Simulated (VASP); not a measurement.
BN (Qingsongite), 2 atoms in the cell. The structure is cubic, space group F-43m (No. 216). Conventional cell: a = 3.615 Å, b = 3.615 Å, c = 3.615 Å, α = 90.00°, β = 90.00°, γ = 90.00°. Within 2.1 Å of B (site symmetry -43m) lie 4 N at 1.57 Å. Within 2.1 Å of N (site symmetry -43m) lie 4 B at 1.57 Å. 

| Property | Result |
| --- | --- |
| Program | VASP 6.6.1 |
| Task | single point |
| Functional | LDA |
| Potentials or basis | VASP PAW LDA potentials, release 64 (B, N) |
| Cutoff | 520 eV |
| k mesh | 8 × 8 × 8 |
| Occupations | gaussian, width 0.01 eV |
| Spin | no spin polarisation |
| Dipole correction | no |
| Further INCAR settings | ALGO = Normal; EDIFF = 1e-06; NBANDS = 11 |

Potentials or basis: VASP PAW LDA potentials, release 64 (B, N).

Launch:

```console
$ cat potpaw_LDA.64/B/POTCAR potpaw_LDA.64/N/POTCAR > POTCAR
$ mpirun -np 1 vasp_std > vasp.out
```

Hardware: 1 thread of Intel(R) Xeon(R) 6975P-C (Granite Rapids), with other jobs on the host.

**Question.** Estimate the wall time of this run.

**Answer.** Wall time 2.3 s on 1 thread of Intel(R) Xeon(R) 6975P-C (Granite Rapids), with other jobs on the host, peak memory 0.11 GiB. Counts: scf iterations 11, k points 29.
